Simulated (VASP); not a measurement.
# ZrC (I4mm) in VASP: notebook

The runs below take ZrC through single point, with PBEsol.

All numbers are computed with VASP 6.6.1; they aren't measurements. Logs are shortened: lines on timing, memory, paths and dates and some standing lists are left out, and cuts for length are marked.

### 1 The cell of the first run

The structure is tetragonal, space group I4mm (No. 107). The conventional cell has a = 3.324 Å, b = 3.324 Å, c = 4.700 Å, α = 90.00°, β = 90.00°, γ = 90.00°. Within 3.0 Å of Zr (site symmetry 4mm) lie 6 C at 2.28 to 2.43 Å. C (site symmetry 4mm) has 6 Zr at 2.28 to 2.43 Å within 3.0 Å.

### 2 Single point, PBEsol

The input, INCAR:

```
  PREC = Accurate
  ENCUT = 520
  EDIFF = 1E-7
  ISMEAR = 0
  SIGMA = 0.15
  LREAL = False
  LASPH = True
  NELM = 60
  ALGO = Normal
  ISIF = 2
  LWAVE = False
  LCHARG = False
  GGA = PS
  NBANDS = 15
```

The input, KPOINTS:

```
regular mesh
0
Gamma
  18 18 18
```

The input, POSCAR:

```
ZrC
1.0
    0.0000000000      2.3502100000      2.3502100000
    2.3502100000      0.0000000000      2.3502100000
    2.3502100000      2.3502100000      0.0000000000
Zr C
1 1
Direct
    0.5000000000      0.5000000000      0.5000000000
   -0.0159560210     -0.0159560210      0.0159560210
```

Potentials or basis: VASP PAW PBE potentials, release 64 (Zr_sv, C).

Command:

```console
cat potpaw_PBE.64/Zr_sv/POTCAR potpaw_PBE.64/C/POTCAR > POTCAR
mpirun -np 1 vasp_std > vasp.out
```

OUTCAR:

```text
PREC = Accurate
   ENCUT = 520
   EDIFF = 1E-7
   ISMEAR = 0
   LREAL = False
   LASPH = True
   NELM = 60
   ISIF = 2
   GGA = PS

 ion  position               nearest neighbor table
   1  0.500  0.500  0.500-   2 2.28   2 2.35   2 2.35   2 2.35   2 2.35   2 2.43
   2  0.984  0.984  0.016-   1 2.28   1 2.35   1 2.35   1 2.35   1 2.35   1 2.43

  LATTYP: Found a face centered cubic cell.
 ALAT       =     4.7004200000

  Lattice vectors:

 A1 = (   0.0000000000,   2.3502100000,   2.3502100000)
 A2 = (   2.3502100000,   0.0000000000,   2.3502100000)
 A3 = (   2.3502100000,   2.3502100000,   0.0000000000)

Analysis of symmetry for initial positions (statically):
=====================================================================
 Subroutine PRICEL returns:
 Original cell was already a primitive cell.

 Routine SETGRP: Setting up the symmetry group for a
 face centered cubic supercell.

 Subroutine GETGRP returns: Found  8 space group operations
 (whereof  8 operations were pure point group operations)
 out of a pool of 48 trial point group operations.

The static configuration has the point symmetry C_4v.

Analysis of symmetry for dynamics (positions and initial velocities):
=====================================================================
 Subroutine PRICEL returns:
 Original cell was already a primitive cell.

 Routine SETGRP: Setting up the symmetry group for a
 face centered cubic supercell.

 Subroutine GETGRP returns: Found  8 space group operations
 (whereof  8 operations were pure point group operations)
 out of a pool of 48 trial point group operations.

The dynamic configuration has the point symmetry C_4v.

 Subroutine INISYM returns: Found  8 space group operations
 (whereof  8 operations are pure point group operations),
 and found     1 'primitive' translations

----------------------------------------------------------------------------------------

                                     Primitive cell

  volume of cell :      25.9627

  direct lattice vectors                    reciprocal lattice vectors
     0.000000000  2.350210000  2.350210000    -0.212746946  0.212746946  0.212746946
     2.350210000  0.000000000  2.350210000     0.212746946 -0.212746946  0.212746946
     2.350210000  2.350210000  0.000000000     0.212746946  0.212746946 -0.212746946

  length of vectors
     3.323698856  3.323698856  3.323698856     0.368488520  0.368488520  0.368488520

  position of ions in fractional coordinates (direct lattice)
     0.500000000  0.500000000  0.500000000
     0.984043979  0.984043979  0.015956021

  ion indices of the primitive-cell ions
   primitive index   ion index
                 1           1
                 2           2

----------------------------------------------------------------------------------------

 KPOINTS: regular mesh

Automatic generation of k-mesh.
 Grid dimensions read from file:
 generate k-points for:   18   18   18

 Generating k-lattice:

  Cartesian coordinates                     Fractional coordinates (reciprocal lattice)
    -0.011819275  0.011819275  0.011819275     0.055555556  0.000000000  0.000000000
     0.011819275 -0.011819275  0.011819275     0.000000000  0.055555556  0.000000000
     0.011819275  0.011819275 -0.011819275     0.000000000  0.000000000  0.055555556

  Length of vectors
     0.020471584  0.020471584  0.020471584

  Shift w.r.t. Gamma in fractional coordinates (k-lattice)
     0.000000000  0.000000000  0.000000000

 Subroutine IBZKPT returns following result:
 ===========================================

 Found    480 irreducible k-points:

 Following reciprocal coordinates:
            Coordinates               Weight
  0.000000  0.000000  0.000000      1.000000
  0.055556  0.000000  0.000000      8.000000
  0.111111  0.000000  0.000000      8.000000
  0.166667  0.000000  0.000000      8.000000
  0.222222  0.000000  0.000000      8.000000
  0.277778  0.000000  0.000000      8.000000
[... 16 lines left out ...]
  0.388889  0.055556  0.000000      8.000000
  0.000000  0.388889  0.055556     16.000000
 [... further k-points ...]
   k-points           NKPTS =    480   k-points in BZ     NKDIM =    480   number of bands    NBANDS=     15
   number of dos      NEDOS =    301   number of ions     NIONS =      2
   total plane-waves  NPLWV =  21952
   dimension x,y,z NGX =    28 NGY =   28 NGZ =   28
   dimension x,y,z NGXF=    56 NGYF=   56 NGZF=   56
   ions per type =               1   1
   NGX,Y,Z   is equivalent  to a cutoff of  14.01, 14.01, 14.01 a.u.
   NGXF,Y,Z  is equivalent  to a cutoff of  28.01, 28.01, 28.01 a.u.
 SYSTEM =  unknown system
   PREC   = accura    normal or accurate (medium, high low for compatibility)
   ISTART =      0    job   : 0-new  1-cont  2-samecut
   ICHARG =      2    charge: 1-file 2-atom 10-const
   ISPIN  =      1    spin polarized calculation?
   LNONCOLLINEAR =      F non collinear calculations
   LSORBIT =      F    spin-orbit coupling
   LASPH  =      T    aspherical Exc in radial PAW
   ENCUT  =  520.0 eV  38.22 Ry    6.18 a.u.   6.18  6.18  6.18*2*pi/ulx,y,z
   NELM   =     60;   NELMIN=  2; NELMDL= -5     # of ELM steps
   EDIFF  = 0.1E-06   stopping-criterion for ELM
   LREAL  =      F    real-space projection
   EDIFFG = 0.1E-05   stopping-criterion for IOM
   NSW    =      0    number of steps for IOM
   IBRION =     -1    ionic relax: 0-MD 1-quasi-New 2-CG
   NFREE  =      0    steps in history (QN), initial steepest desc. (CG)
   ISIF   =      2    stress and relaxation
   ISYM   =      2    0-nonsym 1-usesym 2-fastsym
   POTIM  = 0.5000    time-step for ionic-motion
   TEBEG  =    0.0;   TEEND  =   0.0 temperature during run
   PSTRESS=    0.0 pullay stress
   NELECT =      16.0000    total number of electrons
   NUPDOWN=      -1.0000    fix difference up-down
   EMIN   =  10.00;   EMAX   =-10.00  energy-range for DOS
   EFERMI =   0.00;   METHOD = LEGACY
   ISMEAR =     0;   SIGMA  =   0.15  broadening in eV -4-tet -1-fermi 0-gaus
   EFERMI_NEDOS =   21; number of points for ismear=-14 and -15
   IALGO  =     38    algorithm
   IMIX   =      4    mixing-type and parameters
     AMIX     =   0.40;   BMIX     =  1.00
     AMIX_MAG =   1.60;   BMIX_MAG =  1.00
  volume/ion in A,a.u.               =      12.98        87.60
  Fermi-wavevector in a.u.,A,eV,Ry     =   1.393151  2.632673 26.407131  1.940869
  Thomas-Fermi vector in A             =   2.516825
   LORBIT       =      0    0 simple, 1 ext, 2 COOP (PROOUT), +10 PAW based schemes
   GGA     = PS    functional components
   LHFCALC =     F    Hartree Fock is set to
   AEXX    =    0.0000 exact exchange contribution
   IVDW    =     0    specifies the selected vdW correction
   LEPSILON=     F    determine dielectric tensor
   LRPA    =     F    only Hartree local field effects (RPA)
 non-spin polarized calculation
 Gauss-broadening in eV      SIGMA  =   0.15
  energy-cutoff  :      520.00
  volume of cell :       25.96
 maximum number of plane-waves:       725
 NGX is ok and might be reduce to    28
   NGX = 13   NGY = 13   NGZ = 13

 number of electron      16.0000000 magnetization

 Free energy of the ion-electron system (eV)
  ---------------------------------------------------
  ext. energy  EPLUGINS =         0.00000000
  ---------------------------------------------------
  free energy    TOTEN  =       -20.54892171 eV

  energy without entropy =      -20.54551286  energy(sigma->0) =      -20.54721729

 E-fermi :   9.5199     XC(G=0): -12.2777

 val. band max:        9.5198134033   @ k =   0.0000   0.3889   0.3333
 cond. band min:       9.5354804074   @ k =   0.4444   0.3889   0.0000
 fundamental gap:      0.0156670041
 Fermi energy:         9.5198565172

 k-point     1 :       0.0000    0.0000    0.0000
  band No.  band energies     occupation
      1     -38.4819      2.00000
      2     -16.2249      2.00000
      3     -16.2240      2.00000
      4     -16.2240      2.00000
      5      -1.7832      2.00000
      6      10.0620      0.00000
      7      10.0620      0.00000
      8      10.2846      0.00000
      9      10.5484      0.00000
     10      10.9473      0.00000
     11      10.9473      0.00000
     12      12.2983      0.00000
     13      12.5005      0.00000
     14      16.7678      0.00000
     15      19.8626      0.00000

 k-point     2 :       0.0556    0.0000    0.0000
  band No.  band energies     occupation
      1     -38.4788      2.00000
      2     -16.2528      2.00000
      3     -16.2269      2.00000
      4     -16.2264      2.00000
      5      -1.7118      2.00000
      6       9.5553      0.73833
      7       9.8086      0.00649
      8      10.0429      0.00000
      9      10.6852      0.00000
     10      10.9043      0.00000
     11      11.1432      0.00000
     12      12.7413      0.00000
     13      12.8978      0.00000
     14      16.9235      0.00000
     15      20.0593      0.00000

 k-point     3 :       0.1111    0.0000    0.0000
  band No.  band energies     occupation
      1     -38.4699      2.00000
      2     -16.3336      2.00000
      3     -16.2340      2.00000
      4     -16.2335      2.00000
      5      -1.5034      2.00000
      6       8.7929      2.00000
      7       9.2185      1.99551
      8       9.3662      1.85266
      9      10.9434      0.00000
     10      11.0324      0.00000
     11      11.4708      0.00000
     12      13.6367      0.00000
     13      13.7472      0.00000
     14      17.3394      0.00000
     15      20.6116      0.00000
[... 343 lines left out ...]
 k-point    23 :       0.3889    0.0556    0.0000
  band No.  band energies     occupation
      1     -38.3932      2.00000
      2     -16.9594      2.00000
      3     -16.3086      2.00000
      4     -16.2987      2.00000
      5       0.5869      2.00000
      6       5.0814      2.00000
      7       6.8352      2.00000
      8       7.0071      2.00000
      9      12.6073      0.00000
     10      13.5553      0.00000
     11      13.7501      0.00000
     12      17.6419      0.00000
     13      17.9262      0.00000
     14      19.0959      0.00000
     15      23.6717      0.00000

 k-point    24 :       0.0000    0.3889    0.0556
  band No.  band energies     occupation
      1     -38.3933      2.00000
      2     -16.9592      2.00000
      3     -16.3089      2.00000
      4     -16.2985      2.00000
      5       0.5859      2.00000
      6       5.0802      2.00000
      7       6.8199      2.00000
      8       7.0279      2.00000
      9      12.5999      0.00000
     10      13.5353      0.00000
     11      13.7573      0.00000
     12      17.6526      0.00000
     13      18.0171      0.00000
     14      19.0047      0.00000
     15      23.6168      0.00000

 [... further k-points ...]
[... 5 lines left out ...]
  --------------------------------------------------------------------------------------
  -------------------------------------------------------------------------------------
  Total       -0.6894515     -0.6894515     -0.4528545      0.0000000      0.0000000     -0.0000000
  in kB      -42.5465451    -42.5465451    -27.9459750      0.0000000      0.0000000     -0.0000000
  external PRESSURE =     -37.6796884 kB  Pullay stress =       0.0000000 kB

 VOLUME and BASIS-vectors are now :
 -----------------------------------------------------------------------------
  energy-cutoff  :      520.00
  volume of cell :       25.96
      direct lattice vectors                 reciprocal lattice vectors
     0.000000000  2.350210000  2.350210000    -0.212746946  0.212746946  0.212746946
     2.350210000  0.000000000  2.350210000     0.212746946 -0.212746946  0.212746946
     2.350210000  2.350210000  0.000000000     0.212746946  0.212746946 -0.212746946

 POSITION                                       TOTAL-FORCE (eV/Angst)
 -----------------------------------------------------------------------------------
      2.35021      2.35021      2.35021         0.000000      0.000000     -0.519542
      2.35021      2.35021      4.62542         0.000000      0.000000      0.519542
 -----------------------------------------------------------------------------------
    total drift:                               -0.000000     -0.000000     -0.000021

  FREE ENERGIE OF THE ION-ELECTRON SYSTEM (eV)
  ---------------------------------------------------
  free  energy   TOTEN  =       -20.5489217099 eV

  energy  without entropy=      -20.5455128646  energy(sigma->0) =      -20.54721729
```

Wall time 1.9 min (1 thread of Intel Xeon Platinum 8559C (Emerald Rapids), shared host); peak memory 0.31 GiB.

Results:

```
Free energy            : -20.5489 eV
Pressure               : -3.8 GPa
Largest force          : 0.520 eV/Å
Band gap on the k mesh : zero (band 8 reaches 10.28 eV, above the bottom of band 9 at 9.10 eV)
```

Forces on the atoms (eV/Å):
```
Zr   0.000  0.000 -0.520
C    0.000  0.000  0.520
```

Caveat: the cell differs from its parent crystal (all C atoms moved +0.075 Å, as atom 2 towards its neighbour atom 1 (Zr) at 2.350 Å); the PAW data sets were made with another functional, which shifts forces and pressure a little.

### 3 Single point, PBEsol

The input, INCAR:

```
PREC     = Accurate       # precision mode
ENCUT    = 520            # plane-wave cutoff, eV
EDIFF    = 1E-7           # SCF threshold, eV
ISMEAR   = 0              # smearing method
SIGMA    = 0.15           # smearing width, eV
LREAL    = False          # projectors in reciprocal space
LASPH    = True           # aspherical terms in the spheres
NELM     = 60             # most SCF steps
ALGO     = Normal         # electronic algorithm
ISIF     = 2              # what is computed and relaxed
LWAVE    = False          # write WAVECAR
LCHARG   = True           # write CHGCAR
GGA      = PS             # functional
LELF     = True           # ELF
LVHAR    = True         
NBANDS   = 15             # bands
```

The input, KPOINTS:

```
Automatic mesh
0
Gamma
  18 18 18
```

Edit POSCAR of step 2 so:

```diff
@@ -9,2 +9,2 @@
     0.5000000000      0.5000000000      0.5000000000
-   -0.0159560210     -0.0159560210      0.0159560210
+   -0.0239340314     -0.0239340314      0.0239340314
```

Potentials or basis: VASP PAW PBE potentials, release 64 (Zr_sv, C).

Command:

```console
cat potpaw_PBE.64/Zr_sv/POTCAR potpaw_PBE.64/C/POTCAR > POTCAR
mpirun -np 1 vasp_std > vasp.out
```

Wall time 2 min (1 thread of Intel Xeon Platinum 8559C (Emerald Rapids), shared host); peak memory 0.31 GiB.

The run converged. Its results:

| Property | Result |
| --- | --- |
| Free energy | -20.5246 eV |
| Pressure | -3.2 GPa |
| Largest force | 0.780 eV/Å |
| Band gap on the k mesh | zero (band 8 reaches 10.12 eV, above the bottom of band 9 at 9.07 eV) |

Forces in eV/Å, atoms in the order of the input:
```
Zr   0.000  0.000 -0.780
C    0.000  0.000  0.780
```

Stress tensor (GPa, compression positive):
```
-4.33  0.00  0.00
 0.00 -4.33  0.00
 0.00  0.00 -0.97
```

Levels at points of the mesh, in eV from the Fermi level:
```tsv
k point	band 5	band 6	band 7	band 8	band 9	band 10	band 11	band 12
(0.00, 0.00, 0.00)	-11.32	0.31	0.31	0.57	1.00	1.63	1.63	2.75
(0.50, 0.00, 0.00)	-8.22	-5.37	-2.99	-2.96	4.40	4.46	5.25	6.37
(0.50, 0.50, 0.00)	-10.13	-2.07	-1.88	0.02	0.02	4.42	5.62	5.62
(0.00, 0.50, 0.50)	-10.13	-2.12	-2.09	-0.02	0.28	4.49	5.61	5.62
```

Caveat: the cell differs from its parent crystal (all C atoms moved +0.113 Å, as atom 2 towards its neighbour atom 1 (Zr) at 2.350 Å); the PAW data sets were made with another functional, which shifts forces and pressure a little.

### 4 Single point, PBEsol

The input, INCAR:

```
ALGO = Normal
EDIFF = 1E-6
ENCUT = 520
GGA = PS
ISIF = 2
ISMEAR = 0
LASPH = T
LCHARG = F
LREAL = F
LWAVE = F
NBANDS = 15
NELM = 60
PREC = Accurate
SIGMA = 0.15
```

The input, KPOINTS:

```
k-points
0
Gamma
  18 18 18
```

Edit POSCAR of step 3 so:

```diff
@@ -9,2 +9,2 @@
     0.5000000000      0.5000000000      0.5000000000
-   -0.0239340314     -0.0239340314      0.0239340314
+   -0.0079780105     -0.0079780105      0.0079780105
```

Command:

```console
cat potpaw_PBE.64/Zr_sv/POTCAR potpaw_PBE.64/C/POTCAR > POTCAR
mpirun -np 1 vasp_std > vasp.out
```

Wall time 1.8 min (1 thread of Intel Xeon Platinum 8559C (Emerald Rapids), shared host); peak memory 0.31 GiB.

It converged, with:

| Property | Result |
| --- | --- |
| Free energy | -20.5636 eV |
| Pressure | -4.1 GPa |
| Largest force | 0.263 eV/Å |
| Band gap on the k mesh | zero (band 8 reaches 10.40 eV, above the bottom of band 9 at 9.12 eV) |

Forces in eV/Å, atoms in the order of the input:
```
Zr   0.000  0.000 -0.263
C    0.000  0.000  0.263
```

Stress tensor (GPa, compression positive):
```
-4.21  0.00  0.00
 0.00 -4.21  0.00
 0.00  0.00 -3.85
```

Levels at points of the mesh, in eV from the Fermi level:
```tsv
k point	band 6	band 7	band 8	band 9	band 10	band 11
(0.00, 0.00, 0.00)	0.77	0.77	0.90	1.04	1.22	1.22
(0.50, 0.00, 0.00)	-5.35	-2.95	-2.95	4.48	4.49	5.32
(0.50, 0.50, 0.00)	-2.07	-1.83	0.06	0.06	4.45	5.66
(0.00, 0.50, 0.50)	-2.08	-1.86	0.05	0.09	4.46	5.66
```

Caveat: the cell differs from its parent crystal (all C atoms moved +0.037 Å, as atom 2 towards its neighbour atom 1 (Zr) at 2.350 Å); the PAW data sets were made with another functional, which shifts forces and pressure a little.
